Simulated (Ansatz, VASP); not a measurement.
## Two plane-wave programs on Si2Ge

```
Si Ge
1.0
     4.47140    0.00000    0.00000
    -2.23570    3.87235    0.00000
     0.00000    0.00000    2.78578
Si Ge
2 1
Direct
  0.33333 0.66667 0.50000
  0.66667 0.33333 0.50000
  0.00000 0.00000 0.00000
```

Alike in both runs: functional PBE; k mesh 5 × 5 × 8; occupations gaussian, width 0.2 eV; no spin polarisation.

Ansatz relaxed the structure, and its values are those at the end. VASP's run is a single point on that final structure, the one shown.

|  | VASP | Ansatz |
| --- | --- | --- |
| version | VASP 6.6.1 | Ansatz 0.2.0 |
| potentials or method | VASP PAW PBE potentials, release 64 (Si, Ge_d), cutoff 500 eV | scalar-relativistic, plane waves, PAW |
| valence electrons in the cell | 22 | 22 |

|  | VASP | Ansatz | Ansatz less VASP |
| --- | --- | --- | --- |
| gap on the k mesh at the Fermi level (eV) | none | none | - |
| pressure (GPa) | -0.1 | 0.0 | +0.06 |

A gap of «none» marks a metal or a gap that the smearing closes. With one functional, cell and mesh, what is left measures potentials, basis and numerics.
